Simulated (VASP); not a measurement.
# Ga2P2H7 in VASP: a series of runs, part 2 of 2

VASP 6.6.1.

### Step 3. Single point, PBE

This run uses another cell than the first one.

INCAR

```
SYSTEM = Ga2P2H7
PREC     = Accurate       ! precision mode
ENCUT    = 520            ! plane-wave cutoff, eV
EDIFF    = 1E-6           ! SCF threshold, eV
ISMEAR   = 0              ! smearing method
SIGMA    = 0.05           ! smearing width, eV
LREAL    = Auto         
LASPH    = .True.         ! aspherical terms in the spheres
NELM     = 60             ! most SCF steps
ALGO     = Normal         ! electronic algorithm
ISIF     = 2              ! what is computed and relaxed
LWAVE    = .False.        ! write WAVECAR
LCHARG   = .False.        ! write CHGCAR
GGA      = PE             ! functional
NBANDS   = 60             ! bands
```

KPOINTS

```
regular mesh
0
Gamma
  1 1 4
  0 0 0
```

POSCAR

```
Ga2P2H7
1.0
   14.1000000000      0.0000000000      0.0000000000
    0.0000000000     15.8000000000      0.0000000000
    0.0000000000      0.0000000000      9.5350672263
Ga P H
4 4 14
Direct
    0.5847112856      0.5000000000      0.0000000000
    0.4253185978      0.5000000000      0.3333333333
    0.5050149417      0.6231859144      0.6666666667
    0.5050149417      0.3768140856      0.6666666667
    0.5050149417      0.3768140856      0.4166666667
    0.5050149417      0.6231859144      0.4166666667
    0.4253185978      0.5000000000      0.0833333333
    0.5847112856      0.5000000000      0.7500000000
    0.6372010089      0.5811328881      0.0548851226
    0.6372010089      0.4188671119      0.0548851226
    0.4575401602      0.3034327473      0.3670253456
    0.5999645048      0.3768140856      0.3670253456
    0.3203391513      0.5000000000      0.3882184559
    0.4575401602      0.6965672527      0.3670253456
    0.5999645048      0.6231859144      0.3670253456
    0.4000354952      0.6231859144      0.7215517892
    0.5575046649      0.7043188025      0.7215517892
    0.3778438163      0.4266186617      0.0336920123
    0.3778438163      0.5733813383      0.0336920123
    0.4000354952      0.3768140856      0.7215517892
    0.5575046649      0.2956811975      0.7215517892
    0.6796608487      0.5000000000      0.7003586790
```

Potentials or basis: VASP PAW PBE potentials, release 64 (Ga_d, P, H).

The run is started by

```
$ cat potpaw_PBE.64/Ga_d/POTCAR potpaw_PBE.64/P/POTCAR potpaw_PBE.64/H/POTCAR > POTCAR
$ mpirun -np 1 vasp_std > vasp.out
```

OUTCAR:

```text
SYSTEM = Ga2P2H7
   PREC = Accurate
   ENCUT = 520
   EDIFF = 1E-6
   ISMEAR = 0
   LREAL = Auto
   LASPH = .True.
   NELM = 60
   ISIF = 2
   GGA = PE

 ion  position               nearest neighbor table
   1  0.585  0.500  0.000-   9 1.57  10 1.57   7 2.38   8 2.38
   2  0.425  0.500  0.333-  13 1.57   7 2.38   5 2.38   6 2.38
   3  0.505  0.623  0.667-  17 1.57  16 1.57   6 2.38   8 2.38
   4  0.505  0.377  0.667-  21 1.57  20 1.57   5 2.38   8 2.38
   5  0.505  0.377  0.417-  11 1.42  12 1.42   4 2.38   2 2.38
   6  0.505  0.623  0.417-  14 1.42  15 1.42   3 2.38   2 2.38
   7  0.425  0.500  0.083-  18 1.42  19 1.42   1 2.38   2 2.38
   8  0.585  0.500  0.750-  22 1.42   1 2.38   4 2.38   3 2.38
   9  0.637  0.581  0.055-   1 1.57
  10  0.637  0.419  0.055-   1 1.57
  11  0.458  0.303  0.367-   5 1.42
  12  0.600  0.377  0.367-   5 1.42
  13  0.320  0.500  0.388-   2 1.57
  14  0.458  0.697  0.367-   6 1.42
  15  0.600  0.623  0.367-   6 1.42
  16  0.400  0.623  0.722-   3 1.57
  17  0.558  0.704  0.722-   3 1.57
  18  0.378  0.427  0.034-   7 1.42
  19  0.378  0.573  0.034-   7 1.42
  20  0.400  0.377  0.722-   4 1.57
  21  0.558  0.296  0.722-   4 1.57
  22  0.680  0.500  0.700-   8 1.42

  LATTYP: Found a simple orthorhombic cell.
 ALAT       =     9.5350672263
 B/A-ratio  =     1.4787520282
 C/A-ratio  =     1.6570412798

  Lattice vectors:

 A1 = (   0.0000000000,   0.0000000000,   9.5350672263)
 A2 = (  14.1000000000,   0.0000000000,   0.0000000000)
 A3 = (   0.0000000000,  15.8000000000,   0.0000000000)

Analysis of symmetry for initial positions (statically):
=====================================================================
 Subroutine PRICEL returns:
 Original cell was already a primitive cell.

 Routine SETGRP: Setting up the symmetry group for a
 simple orthorhombic supercell.

 Subroutine GETGRP returns: Found  2 space group operations
 (whereof  2 operations were pure point group operations)
 out of a pool of  8 trial point group operations.

The static configuration has the point symmetry C_1h.

Analysis of symmetry for dynamics (positions and initial velocities):
=====================================================================
 Subroutine PRICEL returns:
 Original cell was already a primitive cell.

 Routine SETGRP: Setting up the symmetry group for a
 simple orthorhombic supercell.

 Subroutine GETGRP returns: Found  2 space group operations
 (whereof  2 operations were pure point group operations)
 out of a pool of  8 trial point group operations.

The dynamic configuration has the point symmetry C_1h.

 Subroutine INISYM returns: Found  2 space group operations
 (whereof  2 operations are pure point group operations),
 and found     1 'primitive' translations

----------------------------------------------------------------------------------------

                                     Primitive cell

  volume of cell :    2124.2223

  direct lattice vectors                    reciprocal lattice vectors
    14.100000000  0.000000000  0.000000000     0.070921986  0.000000000  0.000000000
[... 69 lines left out ...]

  Length of vectors
     0.070921986  0.063291139  0.026219008

  Shift w.r.t. Gamma in fractional coordinates (k-lattice)
     0.000000000  0.000000000  0.000000000

 Subroutine IBZKPT returns following result:
 ===========================================

 Found      3 irreducible k-points:

 Following reciprocal coordinates:
            Coordinates               Weight
  0.000000  0.000000  0.000000      1.000000
  0.000000  0.000000  0.250000      2.000000
  0.000000  0.000000  0.500000      1.000000
   k-points           NKPTS =      3   k-points in BZ     NKDIM =      3   number of bands    NBANDS=     60
   number of dos      NEDOS =    301   number of ions     NIONS =     22
   total plane-waves  NPLWV = 933120
   dimension x,y,z NGX =   108 NGY =  120 NGZ =   72
   dimension x,y,z NGXF=   216 NGYF=  240 NGZF=  144
   ions per type =               4   4  14
   NGX,Y,Z   is equivalent  to a cutoff of  12.73, 12.63, 12.55 a.u.
   NGXF,Y,Z  is equivalent  to a cutoff of  25.47, 25.25, 25.11 a.u.
 SYSTEM =  Ga2P2H7
   PREC   = accura    normal or accurate (medium, high low for compatibility)
   ISTART =      0    job   : 0-new  1-cont  2-samecut
   ICHARG =      2    charge: 1-file 2-atom 10-const
   ISPIN  =      1    spin polarized calculation?
   LNONCOLLINEAR =      F non collinear calculations
   LSORBIT =      F    spin-orbit coupling
   LASPH  =      T    aspherical Exc in radial PAW
   ENCUT  =  520.0 eV  38.22 Ry    6.18 a.u.  26.22 29.38 17.73*2*pi/ulx,y,z
   NELM   =     60;   NELMIN=  2; NELMDL= -5     # of ELM steps
   EDIFF  = 0.1E-05   stopping-criterion for ELM
   LREAL  =      T    real-space projection
   EDIFFG = 0.1E-04   stopping-criterion for IOM
   NSW    =      0    number of steps for IOM
[... 5 lines left out ...]
   TEBEG  =    0.0;   TEEND  =   0.0 temperature during run
   PSTRESS=    0.0 pullay stress
   NELECT =      86.0000    total number of electrons
   NUPDOWN=      -1.0000    fix difference up-down
   EMIN   =  10.00;   EMAX   =-10.00  energy-range for DOS
   EFERMI =   0.00;   METHOD = LEGACY
   ISMEAR =     0;   SIGMA  =   0.05  broadening in eV -4-tet -1-fermi 0-gaus
   EFERMI_NEDOS =   21; number of points for ismear=-14 and -15
   IALGO  =     38    algorithm
   IMIX   =      4    mixing-type and parameters
     AMIX     =   0.40;   BMIX     =  1.00
     AMIX_MAG =   1.60;   BMIX_MAG =  1.00
  volume/ion in A,a.u.               =      96.56       651.59
  Fermi-wavevector in a.u.,A,eV,Ry     =   0.562135  1.062282  4.299391  0.315996
  Thomas-Fermi vector in A             =   1.598727
   LORBIT       =      0    0 simple, 1 ext, 2 COOP (PROOUT), +10 PAW based schemes
   GGA     = PE    functional components
   LHFCALC =     F    Hartree Fock is set to
   AEXX    =    0.0000 exact exchange contribution
   IVDW    =     0    specifies the selected vdW correction
   LEPSILON=     F    determine dielectric tensor
   LRPA    =     F    only Hartree local field effects (RPA)
 non-spin polarized calculation
 Gauss-broadening in eV      SIGMA  =   0.05
  energy-cutoff  :      520.00
  volume of cell :     2124.22
 maximum number of plane-waves:     57209
 NGX is ok and might be reduce to   108
   NGX = 53   NGY = 59   NGZ = 35

 number of electron      85.9999973 magnetization

 Free energy of the ion-electron system (eV)
  ---------------------------------------------------
  ext. energy  EPLUGINS =         0.00000000
  ---------------------------------------------------
  free energy    TOTEN  =       -80.12856376 eV

  energy without entropy =      -80.12856376  energy(sigma->0) =      -80.12856376

 E-fermi :  -4.8961     XC(G=0):  -1.7250

 val. band max:       -5.1545507228   @ k =   0.0000   0.0000   0.5000
 cond. band min:      -1.3231793329   @ k =   0.0000   0.0000   0.5000
 fundamental gap:      3.8313713899
 Fermi energy:        -4.8961365569

 k-point     1 :       0.0000    0.0000    0.0000
  band No.  band energies     occupation
      1     -18.8461      2.00000
      2     -18.8430      2.00000
      3     -18.7902      2.00000
      4     -18.7021      2.00000
      5     -18.6935      2.00000
      6     -17.8873      2.00000
[... 163 lines left out ...]
     54       0.4130      0.00000
     55       0.4337      0.00000
 [bands above 55 left out]

------------------------ aborting loop because EDIFF is reached ----------------------------------------

  FORCE on cell =-STRESS in cart. coord.  units (eV):
  Direction    XX          YY          ZZ          XY          YZ          ZX
  --------------------------------------------------------------------------------------
  -------------------------------------------------------------------------------------
  Total       -1.0895268     -1.0001274      0.8528242      0.0000000      0.0000000      0.0328343
  in kB       -0.8217667     -0.7543379      0.6432357      0.0000000      0.0000000      0.0247650
  external PRESSURE =      -0.3109563 kB  Pullay stress =       0.0000000 kB

 VOLUME and BASIS-vectors are now :
 -----------------------------------------------------------------------------
  energy-cutoff  :      520.00
  volume of cell :     2124.22
      direct lattice vectors                 reciprocal lattice vectors
    14.100000000  0.000000000  0.000000000     0.070921986  0.000000000  0.000000000
     0.000000000 15.800000000  0.000000000     0.000000000  0.063291139  0.000000000
     0.000000000  0.000000000  9.535067226     0.000000000  0.000000000  0.104876030

 POSITION                                       TOTAL-FORCE (eV/Angst)
 -----------------------------------------------------------------------------------
      8.24443      7.90000      0.00000         0.790136      0.000000      0.020543
      5.99699      7.90000      3.17836        -0.546369      0.000000     -0.138322
      7.12071      9.84634      6.35671         0.130718      0.463048      0.850964
      7.12071      5.95366      6.35671         0.130718     -0.463048      0.850964
      7.12071      5.95366      3.97294        -0.087818      0.730172      0.363409
      7.12071      9.84634      3.97294        -0.087818     -0.730172      0.363409
[... 14 lines left out ...]
      7.86082      4.67176      6.88004         0.192239     -0.051789     -0.214085
      9.58322      7.90000      6.67797         0.020131      0.000000      0.120415
 -----------------------------------------------------------------------------------
    total drift:                                0.001973      0.000000     -0.001203

  FREE ENERGIE OF THE ION-ELECTRON SYSTEM (eV)
  ---------------------------------------------------
  free  energy   TOTEN  =       -80.1285637606 eV

  energy  without entropy=      -80.1285637606  energy(sigma->0) =      -80.12856376
```

It took 14 min on 1 thread of Intel Xeon Platinum 8488C (Sapphire Rapids), shared host; peak memory 1.7 GiB.

What came out:

- Free energy: -80.1286 eV
- Largest force: 0.978 eV/Å
- Band gap on the k mesh: 3.83 eV

Forces on the atoms (eV/Å):
```
Ga   0.790  0.000  0.021
Ga  -0.546  0.000 -0.138
Ga   0.131  0.463  0.851
Ga   0.131 -0.463  0.851
P   -0.088  0.730  0.363
P   -0.088 -0.730  0.363
P    0.791  0.000  0.038
P   -0.664  0.000 -0.545
H   -0.254  0.210  0.007
H   -0.254 -0.210  0.007
H    0.347  0.053 -0.239
H   -0.220 -0.379 -0.239
H    0.157  0.000  0.045
H    0.347 -0.053 -0.239
H   -0.220  0.379 -0.239
H   -0.100 -0.259 -0.209
H    0.192  0.052 -0.214
H   -0.283  0.348 -0.091
H   -0.283 -0.348 -0.091
H   -0.100  0.259 -0.209
H    0.192 -0.052 -0.214
H    0.020  0.000  0.120
```

Levels at points of the mesh, in eV from the valence-band top:
```csv
k point,band 40,band 41,band 42,band 43,band 44,band 45,band 46,band 47
"(0.00, 0.00, 0.00)",-0.80,-0.51,-0.33,-0.02,3.97,4.33,4.34,4.55
"(0.00, 0.00, 0.50)",-0.74,-0.54,-0.47,0.00,3.83,4.17,4.34,4.52
```
